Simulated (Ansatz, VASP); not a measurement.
AlN in VASP and in Ansatz

```
CELL_PARAMETERS angstrom
3.13032 0.00000 0.00000
0.00000 3.13032 0.00000
0.00000 0.00000 3.13032
ATOMIC_POSITIONS crystal
Al 0.00000 0.00000 0.00000
N 0.50000 0.50000 0.50000
```

Alike in both runs: task relaxation of cell and atoms; functional PBE; k mesh 5 × 5 × 5; occupations gaussian, width 0.15 eV; no spin polarisation.

|  | VASP | Ansatz |
| --- | --- | --- |
| version | VASP 6.6.1 | Ansatz 0.2.0 |
| potentials or method | VASP PAW PBE potentials, release 64 (Al, N), cutoff 600 eV | scalar-relativistic, plane waves, PAW |
| valence electrons in the cell | 8 | 8 |

|  | VASP | Ansatz | Ansatz less VASP |
| --- | --- | --- | --- |
| gap on the k mesh at the Fermi level, each at its own relaxed structure (eV) | 0.18 | 0.17 | -0.006 |
| relaxed volume (Å³/atom) | 8.91 | 8.93 | +0.017 |
| relaxed cell length with the largest relative difference (Å) | 2.612 | 2.614 | +0.0017 |

Noted on VASP's run: the volume moved by over 15 % at a fixed basis, so the end points are rough.
